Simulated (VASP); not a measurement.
# Ga (C2/c) in VASP: relaxation of cell and atoms with PBE

Aim: the relaxation of cell and atoms of Ga with PBE.

All numbers are computed with VASP 6.6.1; they aren't measurements. Logs are shortened: lines on timing, memory, paths and dates and some standing lists are left out, and cuts for length are marked.

## 1. The cell of the first run

The structure is monoclinic, space group C2/c (No. 15). Conventional cell: a = 2.766 Å, b = 8.053 Å, c = 3.332 Å, α = 90.00°, β = 92.02°, γ = 90.00°. Ga (site symmetry 2) has 10 Ga at 2.69 to 3.33 Å within 3.5 Å.

## 2. Relaxation of cell and atoms, PBE

Contents of INCAR:

```
ALGO = Normal
EDIFF = 1E-7
EDIFFG = -0.01
ENCUT = 500
GGA = PE
GGA_COMPAT = False
IBRION = 2
ISIF = 3
ISMEAR = -1
LASPH = True
LCHARG = False
LREAL = False
LWAVE = False
NELM = 120
NELMIN = 4
NSW = 80
PREC = Accurate
SIGMA = 0.1
```

Contents of KPOINTS:

```
k-points
0
Gamma
  12 12 10
```

Contents of POSCAR:

```
Ga
1.0
    1.3830000000     -4.0265000000      0.0000000000
    1.3830000000      4.0265000000      0.0000000000
   -0.1174500000      0.0000000000      3.3299300000
Ga
2
Direct
    0.8690000000      0.1310000000      0.2500000000
    0.1310000000      0.8690000000      0.7500000000
```

Potentials or basis: VASP PAW PBE potentials, release 64 (Ga_d).

Launch:

```sh
cat potpaw_PBE.64/Ga_d/POTCAR > POTCAR
mpirun -np 1 vasp_std > vasp.out
```

OUTCAR:

```text
EDIFF = 1E-7
   EDIFFG = -0.01
   ENCUT = 500
   GGA = PE
   IBRION = 2
   ISIF = 3
   ISMEAR = -1
   LASPH = True
   LREAL = False
   NELM = 120
   NELMIN = 4
   NSW = 80
   PREC = Accurate

 ion  position               nearest neighbor table
   1  0.869  0.131  0.250-   2 2.69   2 2.69   2 2.86   2 2.86   2 2.92   2 2.92
   2  0.131  0.869  0.750-   1 2.69   1 2.69   1 2.86   1 2.86   1 2.92   1 2.92

  LATTYP: Found a base centered monoclinic cell.
 ALAT       =     2.7660000000
 B/A-ratio  =     2.9114244396
 C/A-ratio  =     1.2046278548
 COS(beta)  =    -0.0352490928

  Lattice vectors:

 A1 = (   1.3830000000,  -4.0265000000,   0.0000000000)
 A2 = (   1.3830000000,   4.0265000000,   0.0000000000)
 A3 = (  -0.1174500000,   0.0000000000,   3.3299300000)

Analysis of symmetry for initial positions (statically):
=====================================================================
 Subroutine PRICEL returns:
 Original cell was already a primitive cell.

 Routine SETGRP: Setting up the symmetry group for a
 base centered monoclinic supercell.

 Subroutine GETGRP returns: Found  4 space group operations
 (whereof  2 operations were pure point group operations)
 out of a pool of  4 trial point group operations.

The static configuration has the point symmetry S_2 .
 The point group associated with its full space group is C_2h.

Analysis of symmetry for dynamics (positions and initial velocities):
=====================================================================
 Subroutine PRICEL returns:
 Original cell was already a primitive cell.

 Routine SETGRP: Setting up the symmetry group for a
 base centered monoclinic supercell.

 Subroutine GETGRP returns: Found  4 space group operations
 (whereof  2 operations were pure point group operations)
 out of a pool of  4 trial point group operations.

The dynamic configuration has the point symmetry S_2 .
 The point group associated with its full space group is C_2h.

 Subroutine INISYM returns: Found  4 space group operations
 (whereof  2 operations are pure point group operations),
 and found     1 'primitive' translations

----------------------------------------------------------------------------------------

                                     Primitive cell

  volume of cell :      37.0864

  direct lattice vectors                    reciprocal lattice vectors
     1.383000000 -4.026500000  0.000000000     0.361532899 -0.124177325  0.012751631
     1.383000000  4.026500000  0.000000000     0.361532899  0.124177325  0.012751631
    -0.117450000  0.000000000  3.329930000     0.000000000  0.000000000  0.300306613
[... 109 lines left out ...]
   GGA     = PE    functional components
   LHFCALC =     F    Hartree Fock is set to
   AEXX    =    0.0000 exact exchange contribution
   IVDW    =     0    specifies the selected vdW correction
   LEPSILON=     F    determine dielectric tensor
   LRPA    =     F    only Hartree local field effects (RPA)
 conjugate gradient relaxation of ions
 non-spin polarized calculation
  energy-cutoff  :      500.00
  volume of cell :       37.09
 maximum number of plane-waves:       956
   NGX = 15   NGY = 15   NGZ = 13

--------------------------------------- Ionic step        1  -------------------------------------------

 number of electron      25.9999987 magnetization

 Free energy of the ion-electron system (eV)
  ---------------------------------------------------
  ext. energy  EPLUGINS =         0.00000000
  ---------------------------------------------------
  free energy    TOTEN  =        -5.78259814 eV

  energy without entropy =       -5.75700764  energy(sigma->0) =       -5.76980289

------------------------ aborting loop because EDIFF is reached ----------------------------------------

  FORCE on cell =-STRESS in cart. coord.  units (eV):
  Direction    XX          YY          ZZ          XY          YZ          ZX
  --------------------------------------------------------------------------------------
  -------------------------------------------------------------------------------------
  Total        0.2799602      0.6407864      0.4381909      0.0000000      0.0000000     -0.0474842
  in kB       12.0946106     27.6827294     18.9303643      0.0000000      0.0000000     -2.0513713
  external PRESSURE =      19.5692348 kB  Pullay stress =       0.0000000 kB
[... 89 lines left out ...]
  FREE ENERGIE OF THE ION-ELECTRON SYSTEM (eV)
  ---------------------------------------------------
  free  energy   TOTEN  =        -5.7947379291 eV

  energy  without entropy=       -5.7690558338  energy(sigma->0) =       -5.78189688

[... ionic steps 4 to 11 ...]

--------------------------------------- Ionic step       12  -------------------------------------------

 number of electron      25.9999981 magnetization

------------------------ aborting loop because EDIFF is reached ----------------------------------------
[... 67 lines left out ...]
--------------------------------------- Ionic step       14  -------------------------------------------

 number of electron      25.9999979 magnetization

 Free energy of the ion-electron system (eV)
  ---------------------------------------------------
  ext. energy  EPLUGINS =         0.00000000
  ---------------------------------------------------
  free energy    TOTEN  =        -5.79610435 eV

  energy without entropy =       -5.77105627  energy(sigma->0) =       -5.78358031

 E-fermi :   5.3174     XC(G=0): -10.8751

 val. band max:        5.3156655245   @ k =   0.2500   0.1667   0.2000
 cond. band min:       5.3417536960   @ k =  -0.0833  -0.2500   0.2000
 fundamental gap:      0.0260881715
 Fermi energy:         5.3173573514

 k-point     1 :       0.0000    0.0000    0.0000
  band No.  band energies     occupation
      1      -9.7772      2.00000
      2      -9.7655      2.00000
      3      -9.7361      2.00000
      4      -9.7172      2.00000
      5      -9.4740      2.00000
      6      -9.4731      2.00000
[... 457 lines left out ...]
      4      -9.5944      2.00000
      5      -9.5767      2.00000
      6      -9.5162      2.00000
[... 9 lines left out ...]
     16      11.3557      0.00000
     17      13.0224      0.00000

 [... further k-points ...]

------------------------ aborting loop because EDIFF is reached ----------------------------------------

  FORCE on cell =-STRESS in cart. coord.  units (eV):
  Direction    XX          YY          ZZ          XY          YZ          ZX
  --------------------------------------------------------------------------------------
  -------------------------------------------------------------------------------------
  Total        0.0015070      0.0120114     -0.0020764      0.0000000      0.0000000     -0.0012672
  in kB        0.0627608      0.5002216     -0.0864747      0.0000000      0.0000000     -0.0527730
  external PRESSURE =       0.1588359 kB  Pullay stress =       0.0000000 kB
[... 17 lines left out ...]
  FREE ENERGIE OF THE ION-ELECTRON SYSTEM (eV)
  ---------------------------------------------------
  free  energy   TOTEN  =        -5.7961043544 eV

  energy  without entropy=       -5.7710562671  energy(sigma->0) =       -5.78358031

 reached required accuracy - stopping structural energy minimisation
```

CONTCAR:

```text
Ga
   1.00000000000000
     1.3966468419227875   -4.1366242154667736   -0.0109887988382217
     1.3966468419227875    4.1366242154667736   -0.0109887988382217
    -0.1452991931767861    0.0000000000000000    3.3306440785766873
  Ga
     2
Direct
     0.8668154001918830    0.1331845998081171    0.2500000000000000
     0.1331845998081171    0.8668154001918830    0.7500000000000000

  0.00000000E+00  0.00000000E+00  0.00000000E+00
  0.00000000E+00  0.00000000E+00  0.00000000E+00
```

Run time: 12 min. Hardware: 1 thread of AMD EPYC 9R45 (Zen 5), shared host; peak memory 0.3 GiB.

Results:

- Free energy: -5.7961 eV
- Relaxed volume: 19.24 Å³/atom
- Relaxed cell: a = 4.366 Å, b = 4.366 Å, c = 3.334 Å, α = 90.94°, β = 90.94°, γ = 142.69°
- Space group after relaxing (to 0.1 Å): C2/c (No. 15)
- Energy gained by relaxing: 6.8 meV/atom
- Ionic steps: 14
- Pressure after relaxing: 0.0 GPa
- Largest force after relaxing: 0.007 eV/Å
- Band gap on the k mesh: zero (bands 13 and 14 overlap by 8.16 eV)

Forces on the atoms (eV/Å):
```
Ga   0.000 -0.007  0.000
Ga   0.000  0.007  0.000
```

Step by step:
| step | energy change (eV) | largest force (eV/Å) | pressure (GPa) | volume (Å³) |
| --- | --- | --- | --- | --- |
| 1 | 0.0000 | 0.1823 | 1.96 | 37.09 |
| 2 | -0.0117 | 0.0756 | 0.25 | 38.31 |
| 3 | -0.0121 | 0.0500 | -0.23 | 38.67 |
| 4 | -0.0121 | 0.0531 | -0.12 | 38.63 |
| 5 | -0.0127 | 0.0288 | -0.10 | 38.55 |
| 6 | -0.0130 | 0.0033 | 0.02 | 38.45 |
| 7 | -0.0130 | 0.0146 | 0.14 | 38.42 |
| 8 | -0.0133 | 0.0201 | -0.09 | 38.50 |
| 9 | -0.0133 | 0.0219 | -0.08 | 38.53 |
| 10 | -0.0133 | 0.0254 | -0.18 | 38.58 |
| 11 | -0.0135 | 0.0174 | 0.05 | 38.49 |
| 12 | -0.0135 | 0.0176 | -0.03 | 38.49 |
| 13 | -0.0135 | 0.0113 | 0.01 | 38.48 |
| 14 | -0.0135 | 0.0070 | 0.02 | 38.47 |

Final structure:
```
Ga
1.0
     1.39665   -4.13662   -0.01099
     1.39665    4.13662   -0.01099
    -0.14530    0.00000    3.33064
Ga
2
Direct
  0.86682 0.13318 0.25000
  0.13318 0.86682 0.75000
```

PBE usually gives volumes a little too large and moduli too small. Zero-point motion and thermal expansion aren't in these numbers.

The gap in the log of VASP goes by the Fermi energy; the results here count the filled bands.